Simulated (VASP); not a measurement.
# InGaP2 (P-4m2) in VASP: a series of runs

Runs on InGaP2. Level: PBEsol. Tasks: single point.

All numbers are computed with VASP 6.6.1; they aren't measurements. Logs are shortened: lines on timing, memory, paths and dates and some standing lists are left out, and cuts for length are marked.

## 1. The cell of the first run

It takes space group P-4m2 (No. 115, tetragonal). The conventional cell has a = 3.993 Å, b = 3.993 Å, c = 5.688 Å, α = 90.00°, β = 90.00°, γ = 90.00°. Ga (site symmetry -4m2) has 4 P at 2.38 Å within 3.1 Å. In (site symmetry -4m2) has 4 P at 2.52 Å within 3.3 Å. P (site symmetry 2mm) has 2 Ga at 2.38 Å and 2 In at 2.52 Å within 3.1 Å.

## 2. Single point, PBEsol

INCAR

```
SYSTEM = InGaP2
PREC = Accurate
ENCUT = 520
EDIFF = 1E-6
ISMEAR = 0
SIGMA = 0.01
LREAL = .FALSE.
LASPH = .TRUE.
NELM = 60
ALGO = Normal
ISIF = 2
LWAVE = .FALSE.
LCHARG = .FALSE.
GGA = PS
NBANDS = 46
```

KPOINTS

```
Automatic mesh
0
G
  6 6 6
  0 0 0
```

POSCAR

```
InGaP2
1.0
    5.6469145864      0.0000000000      0.0000000000
    0.0000000000     -5.6884039672      0.0000000000
    0.0000000000      0.0000000000     -5.6469145864
Ga In P
2 2 4
Direct
    0.0000000000      1.0000000000      1.0000000000
    0.5000000000      1.0000000000      0.5000000000
    0.5000000000      0.5000000000      1.0000000000
    0.0000000000      0.5000000000      0.5000000000
    0.2500000000      0.2287641703      0.2500000000
    0.7500000000      0.7712358297      0.2500000000
    0.7500000000      0.2287641703      0.7500000000
    0.2500000000      0.7712358297      0.7500000000
```

Potentials or basis: VASP PAW PBE potentials, release 64 (Ga_d, In_d, P).

On the command line:

```bash
$ cat potpaw_PBE.64/Ga_d/POTCAR potpaw_PBE.64/In_d/POTCAR potpaw_PBE.64/P/POTCAR > POTCAR
$ mpirun -np 1 vasp_std > vasp.out
```

OUTCAR:

```text
SYSTEM = InGaP2
   PREC = Accurate
   ENCUT = 520
   EDIFF = 1E-6
   ISMEAR = 0
   LREAL = .FALSE.
   LASPH = .TRUE.
   NELM = 60
   ISIF = 2
   GGA = PS

 ion  position               nearest neighbor table
   1  0.000  0.000  0.000-   5 2.38   6 2.38   7 2.38   8 2.38
   2  0.500  0.000  0.500-   5 2.38   6 2.38   7 2.38   8 2.38
   3  0.500  0.500  0.000-   5 2.52   6 2.52   7 2.52   8 2.52   4 3.99   4 3.99   4 3.99   4 3.99

   4  0.000  0.500  0.500-   5 2.52   6 2.52   7 2.52   8 2.52   3 3.99   3 3.99   3 3.99   3 3.99

   5  0.250  0.229  0.250-   1 2.38   2 2.38   3 2.52   4 2.52
   6  0.750  0.771  0.250-   1 2.38   2 2.38   3 2.52   4 2.52
   7  0.750  0.229  0.750-   1 2.38   2 2.38   3 2.52   4 2.52
   8  0.250  0.771  0.750-   1 2.38   2 2.38   3 2.52   4 2.52
[... 7 lines left out ...]
 A1 = (  -5.6469145864,   0.0000000000,   0.0000000000)
 A2 = (   0.0000000000,   0.0000000000,  -5.6469145864)
 A3 = (   0.0000000000,  -5.6884039672,   0.0000000000)

Analysis of symmetry for initial positions (statically):
=====================================================================
 Subroutine PRICEL returns following result:

  LATTYP: Found a simple tetragonal cell.
 ALAT       =     3.9929715968
 C/A-ratio  =     1.4246041649

  Lattice vectors:

 A1 = (  -2.8234572932,   0.0000000000,  -2.8234572932)
 A2 = (   2.8234572932,   0.0000000000,  -2.8234572932)
 A3 = (   0.0000000000,  -5.6884039672,   0.0000000000)

   2 primitive cells build up your supercell.

 Routine SETGRP: Setting up the symmetry group for a
 simple tetragonal supercell.

 Subroutine GETGRP returns: Found  8 space group operations
 (whereof  8 operations were pure point group operations)
 out of a pool of 16 trial point group operations.

The static configuration has the point symmetry D_2d.

Analysis of symmetry for dynamics (positions and initial velocities):
=====================================================================
 Subroutine PRICEL returns following result:

  LATTYP: Found a simple tetragonal cell.
 ALAT       =     3.9929715968
 C/A-ratio  =     1.4246041649

  Lattice vectors:

 A1 = (  -2.8234572932,   0.0000000000,  -2.8234572932)
 A2 = (   2.8234572932,   0.0000000000,  -2.8234572932)
 A3 = (   0.0000000000,  -5.6884039672,   0.0000000000)

   2 primitive cells build up your supercell.

[... 113 lines left out ...]
   EDIFFG = 0.1E-04   stopping-criterion for IOM
   NSW    =      0    number of steps for IOM
   IBRION =     -1    ionic relax: 0-MD 1-quasi-New 2-CG
   NFREE  =      0    steps in history (QN), initial steepest desc. (CG)
   ISIF   =      2    stress and relaxation
   ISYM   =      2    0-nonsym 1-usesym 2-fastsym
   POTIM  = 0.5000    time-step for ionic-motion
   TEBEG  =    0.0;   TEEND  =   0.0 temperature during run
   PSTRESS=    0.0 pullay stress
   NELECT =      72.0000    total number of electrons
   NUPDOWN=      -1.0000    fix difference up-down
   EMIN   =  10.00;   EMAX   =-10.00  energy-range for DOS
   EFERMI =   0.00;   METHOD = LEGACY
   ISMEAR =     0;   SIGMA  =   0.01  broadening in eV -4-tet -1-fermi 0-gaus
   EFERMI_NEDOS =   21; number of points for ismear=-14 and -15
   IALGO  =     38    algorithm
   IMIX   =      4    mixing-type and parameters
     AMIX     =   0.40;   BMIX     =  1.00
     AMIX_MAG =   1.60;   BMIX_MAG =  1.00
  volume/ion in A,a.u.               =      22.67       153.01
  Fermi-wavevector in a.u.,A,eV,Ry     =   1.203136  2.273597 19.694925  1.447536
  Thomas-Fermi vector in A             =   2.338898
   LORBIT       =      0    0 simple, 1 ext, 2 COOP (PROOUT), +10 PAW based schemes
   GGA     = PS    functional components
   LHFCALC =     F    Hartree Fock is set to
   AEXX    =    0.0000 exact exchange contribution
   IVDW    =     0    specifies the selected vdW correction
   LEPSILON=     F    determine dielectric tensor
   LRPA    =     F    only Hartree local field effects (RPA)
 non-spin polarized calculation
 Gauss-broadening in eV      SIGMA  =   0.01
  energy-cutoff  :      520.00
  volume of cell :      181.39
 maximum number of plane-waves:      4945
 NGX is ok and might be reduce to    42
   NGX = 21   NGY = 21   NGZ = 21

 number of electron      72.0000014 magnetization

 Free energy of the ion-electron system (eV)
  ---------------------------------------------------
  ext. energy  EPLUGINS =         0.00000000
  ---------------------------------------------------
  free energy    TOTEN  =       -37.96616229 eV

  energy without entropy =      -37.96616229  energy(sigma->0) =      -37.96616229

 E-fermi :   5.0222     XC(G=0):  -9.7384

 val. band max:        4.9314049252   @ k =   0.0000   0.0000   0.0000
 cond. band min:       5.8279819228   @ k =   0.0000   0.0000   0.0000
 fundamental gap:      0.8965769976
 Fermi energy:         5.0221934761

 k-point     1 :       0.0000    0.0000    0.0000
  band No.  band energies     occupation
      1      -9.7689      2.00000
      2      -9.7569      2.00000
      3      -9.7569      2.00000
      4      -9.6864      2.00000
      5      -9.6864      2.00000
      6      -9.6526      2.00000
[... 1165 lines left out ...]
     45       9.9138      0.00000
     46      10.2007      0.00000

 [... further k-points ...]

------------------------ aborting loop because EDIFF is reached ----------------------------------------

  FORCE on cell =-STRESS in cart. coord.  units (eV):
  Direction    XX          YY          ZZ          XY          YZ          ZX
  --------------------------------------------------------------------------------------
  -------------------------------------------------------------------------------------
  Total       -0.1745146     -0.0568592     -0.1745146      0.0000000      0.0000000      0.0000000
  in kB       -1.5414501     -0.5022256     -1.5414501      0.0000000      0.0000000      0.0000000
  external PRESSURE =      -1.1950419 kB  Pullay stress =       0.0000000 kB

 VOLUME and BASIS-vectors are now :
 -----------------------------------------------------------------------------
  energy-cutoff  :      520.00
  volume of cell :      181.39
      direct lattice vectors                 reciprocal lattice vectors
     5.646914586  0.000000000  0.000000000     0.177087857  0.000000000  0.000000000
     0.000000000 -5.688403967  0.000000000     0.000000000 -0.175796235  0.000000000
     0.000000000  0.000000000 -5.646914586     0.000000000  0.000000000 -0.177087857

 POSITION                                       TOTAL-FORCE (eV/Angst)
 -----------------------------------------------------------------------------------
      0.00000      0.00000      0.00000         0.000000      0.000000     -0.000000
      2.82346      0.00000     -2.82346         0.000000     -0.000000     -0.000000
      2.82346     -2.84420      0.00000         0.000000      0.000000     -0.000000
      0.00000     -2.84420     -2.82346         0.000000      0.000000     -0.000000
      1.41173     -1.30130     -1.41173         0.000000     -0.005516      0.000000
      4.23519     -4.38710     -1.41173        -0.000000      0.005516     -0.000000
      4.23519     -1.30130     -4.23519        -0.000000     -0.005516      0.000000
      1.41173     -4.38710     -4.23519        -0.000000      0.005516      0.000000
 -----------------------------------------------------------------------------------
    total drift:                                0.000000      0.000000      0.000000

  FREE ENERGIE OF THE ION-ELECTRON SYSTEM (eV)
  ---------------------------------------------------
  free  energy   TOTEN  =       -37.9661622872 eV

  energy  without entropy=      -37.9661622872  energy(sigma->0) =      -37.96616229
```

It took 4.5 min on 1 thread of Oxide Virtual Turin-like, shared host; peak memory 0.4 GiB.

Results:

```yaml
Free_energy: -37.9662 eV
Pressure: -0.1 GPa
Largest_force: 0.006 eV/Å
Band_gap_on_the_k_mesh: 0.90 eV
```

Forces in eV/Å, atoms in the order of the input:
```
Ga   0.000  0.000  0.000
Ga   0.000  0.000  0.000
In   0.000  0.000  0.000
In   0.000  0.000  0.000
P    0.000 -0.006  0.000
P    0.000  0.006  0.000
P    0.000 -0.006  0.000
P    0.000  0.006  0.000
```

Stress tensor (GPa, compression positive):
```
-0.15  0.00  0.00
 0.00 -0.05  0.00
 0.00  0.00 -0.15
```

Caveat: the PAW data sets were made with another functional, which shifts forces and pressure a little; spin-orbit coupling is left out, which moves the levels of the heavy elements. A k mesh can miss the band edges.

## 3. Single point, PBEsol

INCAR

```
PREC = Accurate
ENCUT = 520
EDIFF = 1E-6
ISMEAR = 0
SIGMA = 0.01
LREAL = F
LASPH = T
NELM = 60
ALGO = Normal
ISIF = 2
LWAVE = F
LCHARG = F
GGA = PS
NBANDS = 46
```

KPOINTS

```
Automatic mesh
0
Gamma
  6 6 6
```

POSCAR is that of step 2.

Potentials or basis: VASP PAW PBE potentials, release 64 (Ga_d, In_d, P).

On the command line:

```bash
$ cat potpaw_PBE.64/Ga_d/POTCAR potpaw_PBE.64/In_d/POTCAR potpaw_PBE.64/P/POTCAR > POTCAR
$ mpirun -np 1 vasp_std > vasp.out
```

It took 3.4 min on 1 thread of Oxide Virtual Turin-like, shared host; peak memory 0.4 GiB.

The run converged. Its results:

| Item | Value |
| --- | --- |
| Free energy | -37.9662 eV |
| Pressure | -0.1 GPa |
| Largest force | 0.006 eV/Å |
| Band gap on the k mesh | 0.90 eV |

Forces on the atoms (eV/Å):
```
Ga   0.000  0.000  0.000
Ga   0.000  0.000  0.000
In   0.000  0.000  0.000
In   0.000  0.000  0.000
P    0.000 -0.006  0.000
P    0.000  0.006  0.000
P    0.000 -0.006  0.000
P    0.000  0.006  0.000
```

Stress tensor (GPa, compression positive):
```
-0.15  0.00  0.00
 0.00 -0.05  0.00
 0.00  0.00 -0.15
```

Levels at points of the mesh, in eV from the valence-band top:
```tsv
k point	band 34	band 35	band 36	band 37	band 38	band 39
(0.00, 0.00, 0.00)	-0.20	0.00	0.00	0.90	1.52	1.52
(0.50, 0.00, 0.00)	-1.62	-1.52	-1.52	2.18	2.18	3.18
(0.00, 0.50, 0.00)	-1.98	-1.24	-1.24	2.02	2.06	3.21
(0.50, 0.50, 0.00)	-1.34	-0.98	-0.98	2.90	2.90	2.91
(0.50, 0.00, 0.50)	-1.51	-0.85	-0.85	2.39	2.39	3.54
(0.50, 0.50, 0.50)	-1.09	-0.74	-0.74	1.12	1.12	1.63
```

Caveat: the PAW data sets were made with another functional, which shifts forces and pressure a little; spin-orbit coupling is left out, which moves the levels of the heavy elements. A k mesh can miss the band edges.
